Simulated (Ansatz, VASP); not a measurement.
# Zn5CdS6: VASP beside Ansatz

```xyz
12
Lattice="6.7585 0.0000 0.0000 -3.3792 5.8530 0.0000 0.0000 0.0000 6.3872" Properties=species:S:1:pos:R:3 pbc="T T T"
Zn    4.4643    0.0000    6.3846
Zn    1.1471    1.9868    6.3846
Zn   -2.2322    3.8662    6.3846
Zn    3.3792    1.9510    3.1960
Zn    0.0000    3.9020    3.1960
Cd    0.0000    0.0000    3.1982
S     4.3619    0.0000    2.3566
S     1.1983    2.0755    2.3566
S    -2.1810    3.7775    2.3566
S     0.0000    0.0000    5.7532
S     3.3792    1.9510    5.5636
S     0.0000    3.9020    5.5636
```

Alike in both runs: functional PBE; k mesh 6 × 6 × 4; occupations gaussian, width 0.02 eV; no spin polarisation.

Ansatz relaxed the structure, and its values are those at the end. VASP's run is a single point on that final structure, the one shown.

|  | VASP | Ansatz |
| --- | --- | --- |
| version | VASP 6.6.1 | Ansatz 0.2.0 |
| potentials or method | VASP PAW PBE potentials, release 64 (Zn, Cd, S), cutoff 520 eV | scalar-relativistic, plane waves, PAW |
| valence electrons in the cell | 108 | 116 |

```tsv
	VASP	Ansatz	Ansatz less VASP
gap on the k mesh at the Fermi level (eV)	1.84	1.84	-0.004
least direct gap on the mesh (eV)	1.84	1.84	-0.004
pressure (GPa)	0.2	0.0	-0.18
rms of the force components (eV/Å)	0.006	0.004	-0.0025
```

VASP's potentials hold 108 valence electrons a cell and Ansatz's 116, so a difference there can come from the potentials and not from the codes.
